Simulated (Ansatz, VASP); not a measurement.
# Al: VASP beside Ansatz

The input INCAR:

```
SYSTEM = Al
PREC = Accurate
ENCUT = 520
EDIFF = 1E-7
ISMEAR = 0
SIGMA = 0.15
LREAL = .FALSE.
LASPH = .TRUE.
NELM = 100
ALGO = Fast
ISIF = 2
LWAVE = .FALSE.
LCHARG = .FALSE.
GGA = PE
NBANDS = 18
```

The input KPOINTS:

```
regular mesh
0
G
  19 19 4
  0 0 0
```

File POSCAR:

```
Al
1.0
    2.0239800000     -2.0239800000      0.0000000000
    2.0239800000      0.0000000000     -2.0239800000
    8.0093174596      8.0093174596      8.0093174596
Al
6
Direct
    0.6666666667      0.6666666667      0.0842175468
    0.0000000000      0.0000000000      0.9265614836
    0.3333333333      0.3333333333      0.2526863342
    0.6666666667      0.6666666667      0.5896239089
    0.0000000000      0.0000000000      0.4211551215
    0.3333333333      0.3333333333      0.7580926962
```

Input for Ansatz:

```yaml
crystal:
  lattice:
    - [2.02398, -2.02398, 0.0]
    - [2.02398, 0.0, -2.02398]
    - [8.0093174596, 8.0093174596, 8.0093174596]
  atoms:
    - { symbol: Al, position: [0.6666666667, 0.6666666667, 0.0842175468] }
    - { symbol: Al, position: [0.0, 0.0, 0.9265614836] }
    - { symbol: Al, position: [0.3333333333, 0.3333333333, 0.2526863342] }
    - { symbol: Al, position: [0.6666666667, 0.6666666667, 0.5896239089] }
    - { symbol: Al, position: [0.0, 0.0, 0.4211551215] }
    - { symbol: Al, position: [0.3333333333, 0.3333333333, 0.7580926962] }
basis:
  ecutwfc: 420
kpoints:
  mp_grid: { grid: [19, 19, 4] }
hamiltonian:
  xc: pbe
scf:
  occupations: { method: gaussian, width: 0.15 }
output:
  forces: true
  stress: true
  eigenvalues: true
```

Alike in both runs: task single point; functional PBE; k mesh 19 × 19 × 4; occupations gaussian, width 0.15 eV; no spin polarisation.

|  | VASP | Ansatz |
| --- | --- | --- |
| version | VASP 6.6.1 | Ansatz 0.2.0 |
| potentials or method | VASP PAW PBE potentials, release 64 (Al), cutoff 520 eV | scalar-relativistic, plane waves, PAW |
| valence electrons in the cell | 18 | 18 |

|  | VASP | Ansatz | Ansatz less VASP |
| --- | --- | --- | --- |
| gap on the k mesh at the Fermi level (eV) | none | none | - |
| pressure (GPa) | 0.5 | 0.6 | +0.04 |
| traceless stress, the component that is largest in VASP (GPa) | 0.30 | 0.30 | +0.001 |
| rms of the force components (eV/Å) | 0.153 | 0.153 | -0.0001 |

Atom by atom the forces differ by 0.000 eV/Å (rms over components). A gap of «none» marks a metal or a gap that the smearing closes.
